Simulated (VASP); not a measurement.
A run of VASP 6.6.1:

File INCAR:

```
SYSTEM = Al14CN16
  PREC = Accurate
  ENCUT = 520
  EDIFF = 1E-6
  ISMEAR = 0
  SIGMA = 0.01
  LREAL = Auto
  LASPH = .TRUE.
  NELM = 150
  ALGO = Normal
  ISIF = 2
  LWAVE = .FALSE.
  LCHARG = .FALSE.
  ISPIN = 2
  MAGMOM = 0 0.01 0.01 0.01 0.21 0.25 0.01 0.01 0 0.24 0 0.01 0 0.01 0 0 0 0 0 0 0 0 0 0 0 0 0 0 0 0 0
  LORBIT = 11
  NUPDOWN = 1.0
  GGA = PE
  NELECT = 127.0
  NBANDS = 88
```

KPOINTS

```
Automatic mesh
0
Gamma
  1 1 1
  0.25 0.25 0.25
```

Contents of POSCAR:

```
Al14CN16
1.0
    6.2595139128      0.0000000578      0.0000000000
   -3.1297570064      5.4208980350      0.0000000000
    0.0000000000      0.0000000000     10.0348065929
C N Al
1 16 14
Direct
    0.3820590877      0.1184474868      0.2681373472
    0.3611467859      0.1395706895      0.3971626186
    0.1338197546      0.3661381491      0.1784936322
    0.3237135400      0.1755402055      0.9388632874
    0.1619912390      0.3380394387      0.7015805375
    0.3545820366      0.6899725264      0.4406235235
    0.2110800534      0.8875947992      0.1987671726
    0.3318603058      0.6816423146      0.9367591993
    0.1662993504      0.8412885684      0.6849532496
    0.8099750841      0.1455241639      0.4404535057
    0.6122765286      0.2894014106      0.1986357126
    0.8177346464      0.1674855932      0.9368571072
    0.6590006694      0.3338559532      0.6850035909
    0.8364276776      0.6642018235      0.4382074379
    0.6711434219      0.8288023962      0.1871803041
    0.8331194295      0.6661966131      0.9473325265
    0.6685711909      0.8316372849      0.6943655677
    0.3256057596      0.1744495321      0.7471288133
    0.1547838612      0.3447261784      0.9974717366
    0.3398339657      0.6594803699      0.2576328163
    0.1691706108      0.8269411916      0.4946475194
    0.3298961843      0.6695650167      0.7444269386
    0.1756411529      0.8495815813      1.0035788130
    0.8401765754      0.1602791793      0.2574714013
    0.6738046175      0.3313666093      0.4946787514
    0.8304845210      0.1701854574      0.7445214215
    0.6497428245      0.3239457014      1.0034996641
    0.8326352761      0.6676730463      0.2531916045
    0.6705414139      0.8299106414      0.5044181884
    0.8331428361      0.6670079357      0.7515604953
    0.6633090999      0.8362833788      0.9985174954
```

Potentials or basis: VASP PAW PBE potentials, release 64 (C, N, Al).

Run with:

```console
$ cat potpaw_PBE.64/C/POTCAR potpaw_PBE.64/N/POTCAR potpaw_PBE.64/Al/POTCAR > POTCAR
$ mpirun -np 1 vasp_std > vasp.out
```

Hardware: 1 thread of Intel(R) Xeon(R) 6975P-C (Granite Rapids), on a shared host.

Problem. Estimate the wall time of this run.

Solution. It took 7 min on 1 thread of Intel(R) Xeon(R) 6975P-C (Granite Rapids) (shared host), peak memory 0.7 GiB. Counts: scf iterations 18, k points 6.
